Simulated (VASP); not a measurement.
# NaRh2 (I4/mmm) in VASP: a series of runs

Runs on NaRh2. Level: PBE. Tasks: single point, relaxation of cell and atoms.

All numbers are computed with VASP 6.6.1; they aren't measurements. Logs are shortened: lines on timing, memory, paths and dates and some standing lists are left out, and cuts for length are marked.

### 1 The cell of the first run

Symmetry: I4/mmm, No. 139, tetragonal system. Conventional cell: a = 2.746 Å, b = 2.746 Å, c = 13.317 Å, α = 90.00°, β = 90.00°, γ = 90.00°. Na (site symmetry 4/mmm) has 4 Na at 2.75 Å and 8 Rh at 3.14 Å within 3.6 Å. Rh (site symmetry 4mm) has 8 Rh at 2.60 to 2.75 Å and 4 Na at 3.14 Å within 3.4 Å.

### 2 Single point, PBE

Contents of INCAR:

```
SYSTEM = NaRh2
PREC = Accurate
ENCUT = 500
EDIFF = 1E-6
ISMEAR = 0
SIGMA = 0.1
LREAL = .FALSE.
LASPH = .TRUE.
NELM = 120
ALGO = Normal
ISIF = 2
LWAVE = .FALSE.
LCHARG = .FALSE.
GGA = PE
NBANDS = 26
GGA_COMPAT = .FALSE.
```

Contents of KPOINTS:

```
regular mesh
0
G
  8 8 8
  0 0 0
```

Contents of POSCAR:

```
NaRh2
1.0
   -1.3730175300      1.3730175300      6.6586900981
    1.3730175300     -1.3730175300      6.6586900981
    1.3730175300      1.3730175300     -6.6586900981
Na Rh
1 2
Direct
    0.0000000000      0.0000000000      0.0000000000
    0.3149501678      0.3149501678      0.0000000000
    0.6850498322      0.6850498322      0.0000000000
```

Potentials or basis: VASP PAW PBE potentials, release 64 (Na_pv, Rh_pv).

On the command line:

```
cat potpaw_PBE.64/Na_pv/POTCAR potpaw_PBE.64/Rh_pv/POTCAR > POTCAR
mpirun -np 1 vasp_std > vasp.out
```

OUTCAR:

```text
SYSTEM = NaRh2
   PREC = Accurate
   ENCUT = 500
   EDIFF = 1E-6
   ISMEAR = 0
   LREAL = .FALSE.
   LASPH = .TRUE.
   NELM = 120
   ISIF = 2
   GGA = PE

 ion  position               nearest neighbor table
   1  0.000  0.000  0.000-
   2  0.315  0.315  0.000-   3 2.60   3 2.60   3 2.60   3 2.60
   3  0.685  0.685  0.000-   2 2.60   2 2.60   2 2.60   2 2.60

  LATTYP: Found a body centered tetragonal cell.
 ALAT       =     2.7460350600
 C/A-ratio  =     4.8496759529

  Lattice vectors:

 A1 = (  -1.3730175300,   1.3730175300,   6.6586900981)
 A2 = (   1.3730175300,  -1.3730175300,   6.6586900981)
 A3 = (   1.3730175300,   1.3730175300,  -6.6586900981)

Analysis of symmetry for initial positions (statically):
=====================================================================
 Subroutine PRICEL returns:
 Original cell was already a primitive cell.

 Routine SETGRP: Setting up the symmetry group for a
 body centered tetragonal supercell.

 Subroutine GETGRP returns: Found 16 space group operations
 (whereof 16 operations were pure point group operations)
 out of a pool of 16 trial point group operations.

The static configuration has the point symmetry D_4h.

Analysis of symmetry for dynamics (positions and initial velocities):
=====================================================================
 Subroutine PRICEL returns:
 Original cell was already a primitive cell.

 Routine SETGRP: Setting up the symmetry group for a
 body centered tetragonal supercell.

 Subroutine GETGRP returns: Found 16 space group operations
 (whereof 16 operations were pure point group operations)
 out of a pool of 16 trial point group operations.

The dynamic configuration has the point symmetry D_4h.

 Subroutine INISYM returns: Found 16 space group operations
 (whereof 16 operations are pure point group operations),
 and found     1 'primitive' translations

----------------------------------------------------------------------------------------

                                     Primitive cell

  volume of cell :      50.2112

  direct lattice vectors                    reciprocal lattice vectors
    -1.373017530  1.373017530  6.658690098     0.000000000  0.364161410  0.075089844
[... 84 lines left out ...]
   LSORBIT =      F    spin-orbit coupling
   LASPH  =      T    aspherical Exc in radial PAW
   ENCUT  =  500.0 eV  36.75 Ry    6.06 a.u.  12.65 12.65 12.65*2*pi/ulx,y,z
   NELM   =    120;   NELMIN=  2; NELMDL= -5     # of ELM steps
   EDIFF  = 0.1E-05   stopping-criterion for ELM
   LREAL  =      F    real-space projection
   EDIFFG = 0.1E-04   stopping-criterion for IOM
   NSW    =      0    number of steps for IOM
   IBRION =     -1    ionic relax: 0-MD 1-quasi-New 2-CG
   NFREE  =      0    steps in history (QN), initial steepest desc. (CG)
   ISIF   =      2    stress and relaxation
   ISYM   =      2    0-nonsym 1-usesym 2-fastsym
   POTIM  = 0.5000    time-step for ionic-motion
   TEBEG  =    0.0;   TEEND  =   0.0 temperature during run
   PSTRESS=    0.0 pullay stress
   NELECT =      37.0000    total number of electrons
   NUPDOWN=      -1.0000    fix difference up-down
   EMIN   =  10.00;   EMAX   =-10.00  energy-range for DOS
   EFERMI =   0.00;   METHOD = LEGACY
   ISMEAR =     0;   SIGMA  =   0.10  broadening in eV -4-tet -1-fermi 0-gaus
   EFERMI_NEDOS =   21; number of points for ismear=-14 and -15
   IALGO  =     38    algorithm
   IMIX   =      4    mixing-type and parameters
     AMIX     =   0.40;   BMIX     =  1.00
     AMIX_MAG =   1.60;   BMIX_MAG =  1.00
  volume/ion in A,a.u.               =      16.74       112.95
  Fermi-wavevector in a.u.,A,eV,Ry     =   1.478683  2.794306 29.749186  2.186503
  Thomas-Fermi vector in A             =   2.592934
   LORBIT       =      0    0 simple, 1 ext, 2 COOP (PROOUT), +10 PAW based schemes
   GGA     = PE    functional components
   LHFCALC =     F    Hartree Fock is set to
   AEXX    =    0.0000 exact exchange contribution
   IVDW    =     0    specifies the selected vdW correction
   LEPSILON=     F    determine dielectric tensor
   LRPA    =     F    only Hartree local field effects (RPA)
 non-spin polarized calculation
 Gauss-broadening in eV      SIGMA  =   0.10
  energy-cutoff  :      500.00
  volume of cell :       50.21
 maximum number of plane-waves:      1293
 NGX is ok and might be reduce to    54
   NGX = 25   NGY = 25   NGZ = 25

 number of electron      37.0000000 magnetization

 Free energy of the ion-electron system (eV)
  ---------------------------------------------------
  ext. energy  EPLUGINS =         0.00000000
  ---------------------------------------------------
  free energy    TOTEN  =       -15.09263608 eV

  energy without entropy =      -15.08501927  energy(sigma->0) =      -15.08882767

 E-fermi :   6.6324     XC(G=0): -11.3906

 val. band max:        6.6159331934   @ k =   0.5000   0.5000   0.0000
 cond. band min:       6.6992162728   @ k =  -0.3750   0.5000   0.1250
 fundamental gap:      0.0832830794
 Fermi energy:         6.6324236768

 k-point     1 :       0.0000    0.0000    0.0000
  band No.  band energies     occupation
      1     -39.5998      2.00000
      2     -39.5289      2.00000
      3     -39.5289      2.00000
      4     -39.3109      2.00000
      5     -39.3109      2.00000
      6     -39.1826      2.00000
[... 685 lines left out ...]
     25      16.5877      0.00000
     26      19.0201      0.00000

 [... further k-points ...]

------------------------ aborting loop because EDIFF is reached ----------------------------------------

  FORCE on cell =-STRESS in cart. coord.  units (eV):
  Direction    XX          YY          ZZ          XY          YZ          ZX
  --------------------------------------------------------------------------------------
  -------------------------------------------------------------------------------------
  Total        0.0363510      0.0363510      0.0453037      0.0000000      0.0000000      0.0000000
  in kB        1.1599135      1.1599135      1.4455826      0.0000000      0.0000000      0.0000000
  external PRESSURE =       1.2551366 kB  Pullay stress =       0.0000000 kB

 VOLUME and BASIS-vectors are now :
 -----------------------------------------------------------------------------
  energy-cutoff  :      500.00
  volume of cell :       50.21
      direct lattice vectors                 reciprocal lattice vectors
    -1.373017530  1.373017530  6.658690098     0.000000000  0.364161410  0.075089844
     1.373017530 -1.373017530  6.658690098     0.364161410  0.000000000  0.075089844
     1.373017530  1.373017530 -6.658690098     0.364161410  0.364161410  0.000000000

 POSITION                                       TOTAL-FORCE (eV/Angst)
 -----------------------------------------------------------------------------------
      0.00000      0.00000      0.00000        -0.000000     -0.000000      0.000000
      0.00000      0.00000      4.19431         0.000000      0.000000      0.007261
      0.00000      0.00000      9.12307        -0.000000     -0.000000     -0.007261
 -----------------------------------------------------------------------------------
    total drift:                               -0.000000      0.000000      0.000000

  FREE ENERGIE OF THE ION-ELECTRON SYSTEM (eV)
  ---------------------------------------------------
  free  energy   TOTEN  =       -15.0926360783 eV

  energy  without entropy=      -15.0850192713  energy(sigma->0) =      -15.08882767
```

OSZICAR:

```text
N       E                     dE             d eps       ncg     rms          rms(c)
DAV:   1     0.409393304418E+03    0.40939E+03   -0.21745E+04  3276   0.166E+03
DAV:   2    -0.579205447215E+00   -0.40997E+03   -0.39836E+03  3228   0.485E+02
DAV:   3    -0.157479886084E+02   -0.15169E+02   -0.14896E+02  3428   0.103E+02
DAV:   4    -0.159502766921E+02   -0.20229E+00   -0.20204E+00  3406   0.122E+01
DAV:   5    -0.159549703853E+02   -0.46937E-02   -0.46935E-02  3618   0.193E+00    0.108E+01
DAV:   6    -0.152405031414E+02    0.71447E+00   -0.49516E+00  3496   0.147E+01    0.421E+00
DAV:   7    -0.151178460569E+02    0.12266E+00   -0.71601E-01  3452   0.482E+00    0.216E+00
DAV:   8    -0.150947745175E+02    0.23072E-01   -0.56344E-02  3584   0.184E+00    0.551E-01
DAV:   9    -0.150926615179E+02    0.21130E-02   -0.57861E-03  3484   0.691E-01    0.967E-02
DAV:  10    -0.150926277104E+02    0.33807E-04   -0.37245E-04  3360   0.197E-01    0.357E-02
DAV:  11    -0.150926369428E+02   -0.92324E-05   -0.32190E-05  3400   0.540E-02    0.879E-03
DAV:  12    -0.150926360783E+02    0.86448E-06   -0.17823E-06  2622   0.141E-02
   1 F= -.15092636E+02 E0= -.15088828E+02  d E =-.761681E-02
```

stdout:

```text
POSCAR found type information on POSCAR NaRh
 POSCAR found :  2 types and       3 ions
 scaLAPACK will be used
 LDA part: xc-table for (Slater+PW92), standard interpolation
 POSCAR, INCAR and KPOINTS ok, starting setup
 FFT: planning ... GRIDC
 FFT: planning ... GRID_SOFT
 FFT: planning ... GRID
 WAVECAR not read
 entering main loop
```

Wall time 3.4 min (1 thread of AMD EPYC 9R45 (Zen 5), shared host); peak memory 0.38 GiB.

Results:

```yaml
Free_energy: -15.0926 eV
Pressure: 0.1 GPa
Largest_force: 0.007 eV/Å
Band_gap_on_the_k_mesh: zero (an odd number of electrons rules out a gap without spin polarisation)
```

Forces in eV/Å, atoms in the order of the input:
```
Na   0.000  0.000  0.000
Rh   0.000  0.000  0.007
Rh   0.000  0.000 -0.007
```

Levels at points of the mesh, in eV from the Fermi level:
```tsv
k point	band 15	band 16	band 17	band 18	band 19	band 20	band 21	band 22	band 23	band 24
(0.00, 0.00, 0.00)	-1.93	-1.93	-0.92	-0.61	0.44	0.44	0.65	0.72	8.19	13.51
(0.50, 0.00, 0.00)	-2.26	-1.55	-1.54	0.41	0.41	1.69	1.92	3.05	4.70	6.99
(0.50, 0.50, 0.00)	-0.84	-0.20	-0.02	1.16	1.16	4.46	4.84	6.11	8.04	9.92
(0.50, 0.50, 0.50)	-1.93	-1.93	-1.04	-0.61	0.44	0.44	0.65	2.81	5.80	13.54
```

### 3 Single point, PBE

This run uses another cell than the first one, of 16.93 Å³/atom.

Contents of INCAR:

```
PREC = Accurate
ENCUT = 500
EDIFF = 1E-6
ISMEAR = 0
SIGMA = 0.1
LREAL = F
LASPH = T
NELM = 120
ALGO = Normal
ISIF = 2
LWAVE = F
LCHARG = F
GGA = PE
NBANDS = 26
GGA_COMPAT = F
```

Contents of KPOINTS:

```
regular mesh
0
Gamma
  8 8 8
```

Contents of POSCAR:

```
NaRh2
1.0
   -1.5743810535      1.5743810535      5.1225977710
    1.5743810535     -1.5743810535      5.1225977710
    1.5743810535      1.5743810535     -5.1225977710
Na Rh
1 2
Direct
    0.0000000000      0.0000000000      0.0000000000
    0.3400000000      0.3400000000      0.0000000000
    0.6600000000      0.6600000000      0.0000000000
```

Potentials or basis: VASP PAW PBE potentials, release 64 (Na_pv, Rh_pv).

On the command line:

```
cat potpaw_PBE.64/Na_pv/POTCAR potpaw_PBE.64/Rh_pv/POTCAR > POTCAR
mpirun -np 1 vasp_std > vasp.out
```

It took 86 s on 1 thread of AMD EPYC 9R45 (Zen 5), shared host; peak memory 0.25 GiB.

It converged, with:

```yaml
Free_energy: -13.6310 eV
Pressure: -8.4 GPa
Largest_force: 1.984 eV/Å
Band_gap_on_the_k_mesh: zero (an odd number of electrons rules out a gap without spin polarisation)
```

Forces on the atoms (eV/Å):
```
Na   0.000  0.000  0.000
Rh   0.000  0.000 -1.984
Rh   0.000  0.000  1.984
```

Stress tensor (GPa, compression positive):
```
-8.32  0.00  0.00
 0.00 -8.32  0.00
 0.00  0.00 -8.53
```

Levels at points of the mesh, in eV from the Fermi level:
```
           k point  band 16  band 17  band 18  band 19  band 20  band 21
(0.00, 0.00, 0.00)    -1.35    -0.80    -0.29    -0.29     0.13     2.18
(0.50, 0.00, 0.00)    -1.08    -0.97    -0.13     0.10     1.19     1.87
(0.50, 0.50, 0.00)    -0.47     0.15     0.32     0.34     2.56     4.02
(0.50, 0.50, 0.50)    -1.59    -0.77     0.02     0.06     0.06     0.09
```

Caveat: the cell stands under tension; forces of over 1 eV/Å act on the atoms, so gaps and moduli don't describe the material at rest.

### 4 Relaxation of cell and atoms, PBE

This run uses another cell than the first one, of 16.93 Å³/atom.

Contents of INCAR:

```
SYSTEM = NaRh2
PREC = Accurate ; ENCUT = 500
EDIFF = 1E-7 ; ISMEAR = 0
SIGMA = 0.1 ; LREAL = .False.
LASPH = .True. ; NELM = 120
ALGO = Normal ; ISIF = 3
LWAVE = .False. ; LCHARG = .False.
GGA = PE ; IBRION = 2
NSW = 90 ; EDIFFG = -0.04
GGA_COMPAT = .False. ; NELMIN = 4
```

Contents of KPOINTS:

```
regular mesh
0
Gamma
  8 8 8
  0 0 0
```

POSCAR is that of step 3.

On the command line:

```
cat potpaw_PBE.64/Na_pv/POTCAR potpaw_PBE.64/Rh_pv/POTCAR > POTCAR
mpirun -np 1 vasp_std > vasp.out
```

Wall time 12 min (1 thread of AMD EPYC 9R45 (Zen 5), shared host); peak memory 0.28 GiB.

The run converged. Its results:

- Free energy: -14.6673 eV
- Relaxed volume: 18.36 Å³/atom
- Relaxed cell: a = 5.987 Å, b = 5.987 Å, c = 5.987 Å, α = 149.52°, β = 149.52°, γ = 43.65°
- Space group after relaxing (to 0.1 Å): I4/mmm (No. 139)
- Energy gained by relaxing: 345.4 meV/atom
- Ionic steps: 12
- Pressure after relaxing: -0.1 GPa
- Largest force after relaxing: 0.029 eV/Å
- Band gap on the k mesh: zero (an odd number of electrons rules out a gap without spin polarisation)

Forces in eV/Å, atoms in the order of the input:
```
Na   0.000  0.000  0.000
Rh   0.000  0.000  0.029
Rh   0.000  0.000 -0.029
```

Stress tensor (GPa, compression positive):
```
-0.27  0.00  0.00
 0.00 -0.27  0.00
 0.00  0.00  0.20
```

The path:
| step | energy change (eV) | largest force (eV/Å) | pressure (GPa) | volume (Å³) |
| --- | --- | --- | --- | --- |
| 1 | 0.0000 | 1.9845 | -8.39 | 50.79 |
| 2 | -0.4060 | 1.3448 | 6.87 | 44.54 |
| 3 | -0.4059 | 1.3323 | 7.16 | 44.47 |
| 4 | -0.7308 | 0.5822 | 9.10 | 45.81 |
| 5 | -0.7998 | 0.2802 | 11.56 | 46.51 |
| 6 | -0.9939 | 0.4325 | -0.96 | 52.62 |
| 7 | -0.9941 | 0.4592 | -1.32 | 52.87 |
| 8 | -1.0186 | 0.2561 | -0.67 | 53.50 |
| 9 | -1.0351 | 0.0940 | 0.69 | 54.56 |
| 10 | -1.0351 | 0.0819 | 0.64 | 54.53 |
| 11 | -1.0361 | 0.0128 | -0.35 | 55.25 |
| 12 | -1.0362 | 0.0292 | -0.11 | 55.08 |

Final structure:
```yaml
crystal:
  lattice:
    - [-1.57396, 1.57396, 5.55821]
    - [1.57396, -1.57396, 5.55821]
    - [1.57396, 1.57396, -5.55821]
  atoms:
    - { symbol: Na, position: [0.00000, 0.00000, 0.00000] }
    - { symbol: Rh, position: [0.30175, 0.30175, 0.00000] }
    - { symbol: Rh, position: [0.69825, 0.69825, 0.00000] }
```

Levels at points of the mesh, in eV from the Fermi level:
| k point | band 17 | band 18 | band 19 | band 20 | band 21 | band 22 |
| --- | --- | --- | --- | --- | --- | --- |
| (0.00, 0.00, 0.00) | -0.84 | -0.84 | -0.82 | 0.85 | 0.91 | 3.13 |
| (0.50, 0.00, 0.00) | -0.57 | 0.67 | 0.71 | 0.87 | 1.27 | 2.12 |
| (0.50, 0.50, 0.00) | -0.86 | -0.29 | -0.29 | 2.38 | 3.07 | 4.42 |
| (0.50, 0.50, 0.50) | -0.83 | -0.81 | -0.81 | -0.79 | 0.91 | 7.64 |

### 5 Overview

| task | cell | gap on the mesh (eV) | pressure (GPa) | largest force (eV/Å) |
| --- | --- | --- | --- | --- |
| single point | a = 6.936 Å, angles 157.2, 157.2, 32.5°, 3 atoms, atomic positions A | none | 0.1 | 0.01 |
| single point | a = 5.586 Å, angles 147.3, 147.3, 47.0°, 3 atoms, atomic positions B | none | -8.4 | 1.98 |
| relaxation of cell and atoms | relaxed from a = 5.586 Å, angles 147.3, 147.3, 47.0°, 3 atoms, atomic positions B | none | -0.1 | 0.03 |

Alike in all rows: level PBE; potentials or basis VASP PAW PBE potentials, release 64 (Na_pv, Rh_pv); no spin polarisation; k mesh 8 × 8 × 8; cutoff (eV) 500; smearing gaussian 0.1 eV.

Caveats: the cell stands under tension (at least some runs); forces of over 1 eV/Å act on the atoms, so gaps and moduli don't describe the material at rest (at least some runs).

Total energies depend on the potentials used, so only differences within one code and one set of settings carry meaning.
